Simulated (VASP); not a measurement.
# NiO (Fm-3m) in VASP: further runs

The runs below take NiO through single point, with PBE.

Program: VASP 6.6.1. These are calculated values, not measurements. Logs are shortened: lines on timing, memory, paths and dates and some standing lists are left out, and cuts for length are marked.

**The experiment to reproduce.**

From “Local correlations, non-local screening, multiplets, and band formation in NiO”, 2012, arxiv:1210.6675, for a bulk crystal of NiO: band gap 4.3 eV.

The results are compared with them further down.

## Step 1: The cell of the first run

Symmetry: Fm-3m, No. 225, cubic system. Conventional cell: a = 4.216 Å, b = 4.216 Å, c = 4.216 Å, α = 90.00°, β = 90.00°, γ = 90.00°. Within 2.8 Å of Ni (site symmetry m-3m) lie 6 O at 2.11 Å. Within 2.8 Å of O (site symmetry m-3m) lie 6 Ni at 2.11 Å.

## Step 2: Single point, PBE, collinear spin, ferromagnetic start

INCAR reads:

```
PREC     = Accurate       # precision mode
ENCUT    = 520            # plane-wave cutoff, eV
EDIFF    = 1E-7           # SCF threshold, eV
ISMEAR   = 0              # smearing method
SIGMA    = 0.1            # smearing width, eV
LREAL    = False          # projectors in reciprocal space
LASPH    = True           # aspherical terms in the spheres
NELM     = 150            # most SCF steps
ALGO     = Normal         # electronic algorithm
ISIF     = 2              # what is computed and relaxed
LWAVE    = False          # write WAVECAR
LCHARG   = False          # write CHGCAR
ISPIN    = 2              # spin polarisation
MAGMOM   = 1.6 0.32       # initial moments
LORBIT   = 11             # projections on sites
LMAXMIX  = 4              # l up to which the mixer works
GGA      = PE             # functional
NBANDS   = 19             # bands
```

KPOINTS reads:

```
regular mesh
0
Gamma
  18 18 18
```

POSCAR reads:

```
NiO
1.0
    0.0000000000      2.1081761852      2.1081761852
    2.1081761852      0.0000000000      2.1081761852
    2.1081761852      2.1081761852      0.0000000000
Ni O
1 1
Direct
    0.0000000000      0.0000000000      0.0000000000
    0.5000000000      0.5000000000      0.5000000000
```

Potentials or basis: VASP PAW PBE potentials, release 64 (Ni, O).

Command:

```bash
$ cat potpaw_PBE.64/Ni/POTCAR potpaw_PBE.64/O/POTCAR > POTCAR
$ mpirun -np 1 vasp_std > vasp.out
```

OUTCAR:

```text
PREC = Accurate
   ENCUT = 520
   EDIFF = 1E-7
   ISMEAR = 0
   LREAL = False
   LASPH = True
   NELM = 150
   ISIF = 2
   ISPIN = 2
   LORBIT = 11
   GGA = PE

 ion  position               nearest neighbor table
   1  0.000  0.000  0.000-   2 2.11   2 2.11   2 2.11   2 2.11   2 2.11   2 2.11
   2  0.500  0.500  0.500-   1 2.11   1 2.11   1 2.11   1 2.11   1 2.11   1 2.11

  LATTYP: Found a face centered cubic cell.
 ALAT       =     4.2163523704

  Lattice vectors:

 A1 = (   0.0000000000,   2.1081761852,   2.1081761852)
 A2 = (   2.1081761852,   0.0000000000,   2.1081761852)
 A3 = (   2.1081761852,   2.1081761852,   0.0000000000)

Analysis of symmetry for initial positions (statically):
=====================================================================
 Subroutine PRICEL returns:
 Original cell was already a primitive cell.

 Routine SETGRP: Setting up the symmetry group for a
 face centered cubic supercell.

 Subroutine GETGRP returns: Found 48 space group operations
 (whereof 48 operations were pure point group operations)
 out of a pool of 48 trial point group operations.

The static configuration has the point symmetry O_h .

Analysis of symmetry for dynamics (positions and initial velocities):
=====================================================================
 Subroutine PRICEL returns:
 Original cell was already a primitive cell.

 Routine SETGRP: Setting up the symmetry group for a
 face centered cubic supercell.

 Subroutine GETGRP returns: Found 48 space group operations
 (whereof 48 operations were pure point group operations)
 out of a pool of 48 trial point group operations.

The dynamic configuration has the point symmetry O_h .

Analysis of structural, dynamic, and magnetic symmetry:
=====================================================================
 Subroutine PRICEL returns:
 Original cell was already a primitive cell.

 Routine SETGRP: Setting up the symmetry group for a
 face centered cubic supercell.

 Subroutine GETGRP returns: Found 48 space group operations
 (whereof 48 operations were pure point group operations)
 out of a pool of 48 trial point group operations.

The overall configuration has the point symmetry O_h .

 Subroutine INISYM returns: Found 48 space group operations
 (whereof 48 operations are pure point group operations),
 and found     1 'primitive' translations

----------------------------------------------------------------------------------------

                                     Primitive cell

  volume of cell :      18.7392

  direct lattice vectors                    reciprocal lattice vectors
     0.000000000  2.108176185  2.108176185    -0.237171828  0.237171828  0.237171828
     2.108176185  0.000000000  2.108176185     0.237171828 -0.237171828  0.237171828
     2.108176185  2.108176185  0.000000000     0.237171828  0.237171828 -0.237171828

  length of vectors
     2.981411353  2.981411353  2.981411353     0.410793657  0.410793657  0.410793657

  position of ions in fractional coordinates (direct lattice)
     0.000000000  0.000000000  0.000000000
     0.500000000  0.500000000  0.500000000

  ion indices of the primitive-cell ions
   primitive index   ion index
                 1           1
                 2           2

----------------------------------------------------------------------------------------

 KPOINTS: regular mesh

Automatic generation of k-mesh.
 Grid dimensions read from file:
 generate k-points for:   18   18   18

 Generating k-lattice:

  Cartesian coordinates                     Fractional coordinates (reciprocal lattice)
    -0.013176213  0.013176213  0.013176213     0.055555556  0.000000000  0.000000000
     0.013176213 -0.013176213  0.013176213     0.000000000  0.055555556  0.000000000
     0.013176213  0.013176213 -0.013176213     0.000000000  0.000000000  0.055555556

  Length of vectors
     0.022821870  0.022821870  0.022821870

  Shift w.r.t. Gamma in fractional coordinates (k-lattice)
     0.000000000  0.000000000  0.000000000

 Subroutine IBZKPT returns following result:
 ===========================================

 Found    195 irreducible k-points:

 Following reciprocal coordinates:
            Coordinates               Weight
  0.000000  0.000000  0.000000      1.000000
  0.055556  0.000000  0.000000      8.000000
  0.111111  0.000000  0.000000      8.000000
  0.166667  0.000000  0.000000      8.000000
  0.222222  0.000000  0.000000      8.000000
  0.277778  0.000000  0.000000      8.000000
[... 16 lines left out ...]
 -0.277778  0.055556  0.000000     24.000000
 -0.222222  0.055556  0.000000     24.000000
 [... further k-points ...]
   k-points           NKPTS =    195   k-points in BZ     NKDIM =    195   number of bands    NBANDS=     19
   number of dos      NEDOS =    301   number of ions     NIONS =      2
   total plane-waves  NPLWV =  13824
   dimension x,y,z NGX =    24 NGY =   24 NGZ =   24
   dimension x,y,z NGXF=    48 NGYF=   48 NGZF=   48
   ions per type =               1   1
   NGX,Y,Z   is equivalent  to a cutoff of  13.38, 13.38, 13.38 a.u.
   NGXF,Y,Z  is equivalent  to a cutoff of  26.77, 26.77, 26.77 a.u.
 SYSTEM =  unknown system
   PREC   = accura    normal or accurate (medium, high low for compatibility)
   ISTART =      0    job   : 0-new  1-cont  2-samecut
   ICHARG =      2    charge: 1-file 2-atom 10-const
   ISPIN  =      2    spin polarized calculation?
   LNONCOLLINEAR =      F non collinear calculations
   LSORBIT =      F    spin-orbit coupling
   LASPH  =      T    aspherical Exc in radial PAW
   ENCUT  =  520.0 eV  38.22 Ry    6.18 a.u.   5.54  5.54  5.54*2*pi/ulx,y,z
   NELM   =    150;   NELMIN=  2; NELMDL= -5     # of ELM steps
   EDIFF  = 0.1E-06   stopping-criterion for ELM
   LREAL  =      F    real-space projection
   EDIFFG = 0.1E-05   stopping-criterion for IOM
   NSW    =      0    number of steps for IOM
   IBRION =     -1    ionic relax: 0-MD 1-quasi-New 2-CG
   NFREE  =      0    steps in history (QN), initial steepest desc. (CG)
   ISIF   =      2    stress and relaxation
   ISYM   =      2    0-nonsym 1-usesym 2-fastsym
   POTIM  = 0.5000    time-step for ionic-motion
   TEBEG  =    0.0;   TEEND  =   0.0 temperature during run
   PSTRESS=    0.0 pullay stress
   NELECT =      16.0000    total number of electrons
   NUPDOWN=      -1.0000    fix difference up-down
   EMIN   =  10.00;   EMAX   =-10.00  energy-range for DOS
   EFERMI =   0.00;   METHOD = LEGACY
   ISMEAR =     0;   SIGMA  =   0.10  broadening in eV -4-tet -1-fermi 0-gaus
   EFERMI_NEDOS =   21; number of points for ismear=-14 and -15
   IALGO  =     38    algorithm
   IMIX   =      4    mixing-type and parameters
     AMIX     =   0.40;   BMIX     =  1.00
     AMIX_MAG =   1.60;   BMIX_MAG =  1.00
  volume/ion in A,a.u.               =       9.37        63.23
  Fermi-wavevector in a.u.,A,eV,Ry     =   1.553095  2.934923 32.818654  2.412103
  Thomas-Fermi vector in A             =   2.657375
   LORBIT       =     11    0 simple, 1 ext, 2 COOP (PROOUT), +10 PAW based schemes
   GGA     = PE    functional components
   LHFCALC =     F    Hartree Fock is set to
   AEXX    =    0.0000 exact exchange contribution
   IVDW    =     0    specifies the selected vdW correction
   LEPSILON=     F    determine dielectric tensor
   LRPA    =     F    only Hartree local field effects (RPA)
 spin polarized calculation
 Gauss-broadening in eV      SIGMA  =   0.10
  energy-cutoff  :      520.00
  volume of cell :       18.74
 maximum number of plane-waves:       531
 NGX is ok and might be reduce to    24
   NGX = 11   NGY = 11   NGZ = 11

 number of electron      16.0000014 magnetization       1.7694018

 Free energy of the ion-electron system (eV)
  ---------------------------------------------------
  ext. energy  EPLUGINS =         0.00000000
  ---------------------------------------------------
  free energy    TOTEN  =       -11.48190344 eV

  energy without entropy =      -11.47593087  energy(sigma->0) =      -11.47891715

 E-fermi :   7.4806     XC(G=0): -12.5135

 val. band max:        7.4799682787   @ k =   0.1667   0.0556   0.0000
 cond. band min:       7.4841142339   @ k =  -0.3889   0.1667   0.0556
 fundamental gap:      0.0041459552
 Fermi energy:         7.4806145628

 spin component 1

 k-point     1 :       0.0000    0.0000    0.0000
  band No.  band energies     occupation
      1     -12.6123      1.00000
      2       4.3751      1.00000
      3       4.3752      1.00000
      4       4.6122      1.00000
      5       4.6122      1.00000
      6       4.6122      1.00000
[... 11 lines left out ...]
     18      33.0489      0.00000
     19      33.0489      0.00000

 k-point     2 :       0.0556    0.0000    0.0000
  band No.  band energies     occupation
      1     -12.5787      1.00000
      2       3.9952      1.00000
      3       3.9952      1.00000
      4       4.2146      1.00000
      5       4.8174      1.00000
      6       4.8174      1.00000
[... 476 lines left out ...]
 k-point    24 :      -0.2222    0.0556    0.0000
  band No.  band energies     occupation
      1     -12.0329      1.00000
      2       1.5663      1.00000
      3       2.4585      1.00000
      4       2.7677      1.00000
      5       5.0953      1.00000
      6       5.1412      1.00000
[... 11 lines left out ...]
     18      37.2157      0.00000
     19      38.2682      0.00000

 [... further k-points ...]

 spin component 2

 k-point     1 :       0.0000    0.0000    0.0000
  band No.  band energies     occupation
      1     -12.1684      1.00000
      2       5.1228      1.00000
      3       5.1228      1.00000
      4       5.1228      1.00000
      5       5.7057      1.00000
      6       5.7059      1.00000
[... 11 lines left out ...]
     18      33.6458      0.00000
     19      33.6460      0.00000

 k-point     2 :       0.0556    0.0000    0.0000
  band No.  band energies     occupation
      1     -12.1339      1.00000
      2       4.7534      1.00000
      3       4.9519      1.00000
      4       4.9519      1.00000
      5       5.7643      1.00000
      6       5.7644      1.00000
[... 476 lines left out ...]
 k-point    24 :      -0.2222    0.0556    0.0000
  band No.  band energies     occupation
      1     -11.5699      1.00000
      2       2.0459      1.00000
      3       3.6444      1.00000
      4       3.7287      1.00000
      5       6.0525      1.00000
      6       6.2595      1.00000
[... 11 lines left out ...]
     18      37.7453      0.00000
     19      38.8668      0.00000

 [... further k-points ...]
[... 5 lines left out ...]
  --------------------------------------------------------------------------------------
  -------------------------------------------------------------------------------------
  Total       -0.0462851     -0.0462851     -0.0462851      0.0000000      0.0000000      0.0000000
  in kB       -3.9573183     -3.9573183     -3.9573183      0.0000000      0.0000000      0.0000000
  external PRESSURE =      -3.9573183 kB  Pullay stress =       0.0000000 kB

 VOLUME and BASIS-vectors are now :
 -----------------------------------------------------------------------------
  energy-cutoff  :      520.00
  volume of cell :       18.74
      direct lattice vectors                 reciprocal lattice vectors
     0.000000000  2.108176185  2.108176185    -0.237171828  0.237171828  0.237171828
     2.108176185  0.000000000  2.108176185     0.237171828 -0.237171828  0.237171828
     2.108176185  2.108176185  0.000000000     0.237171828  0.237171828 -0.237171828

 POSITION                                       TOTAL-FORCE (eV/Angst)
 -----------------------------------------------------------------------------------
      0.00000      0.00000      0.00000         0.000000      0.000000      0.000000
      2.10818      2.10818      2.10818         0.000000     -0.000000      0.000000
 -----------------------------------------------------------------------------------
    total drift:                                0.000000     -0.000000     -0.000000

  FREE ENERGIE OF THE ION-ELECTRON SYSTEM (eV)
  ---------------------------------------------------
  free  energy   TOTEN  =       -11.4819034362 eV

  energy  without entropy=      -11.4759308699  energy(sigma->0) =      -11.47891715

 total charge

# of ion       s       p       d       tot
------------------------------------------
    1        0.323   0.383   8.227   8.934
    2        1.557   3.409   0.000   4.966
--------------------------------------------------
tot          1.880   3.793   8.227  13.900

 magnetization (x)

# of ion       s       p       d       tot
------------------------------------------
    1        0.011   0.015   1.428   1.454
    2        0.027   0.243   0.000   0.270
--------------------------------------------------
tot          0.038   0.258   1.428   1.725
```

It took 71 s on 1 thread of Intel Xeon Platinum 8559C (Emerald Rapids), shared host; peak memory 0.23 GiB.

What came out:

```
Free energy                                           : -11.4819 eV
Pressure                                              : -0.4 GPa
Net moment                                            : 1.77 μB per cell
Site moments                                          : Ni +1.45; O +0.27 μB
Valence electrons inside the program's atomic spheres : Ni 8.93; O 4.97
```

Caveat: a cell with one magnetic atom can't hold antiferromagnetic order, which such compounds often take; semilocal functionals often make such compounds metallic where correlation or magnetic order opens a gap, which also shifts bond lengths.

[end of part 1 of 2]
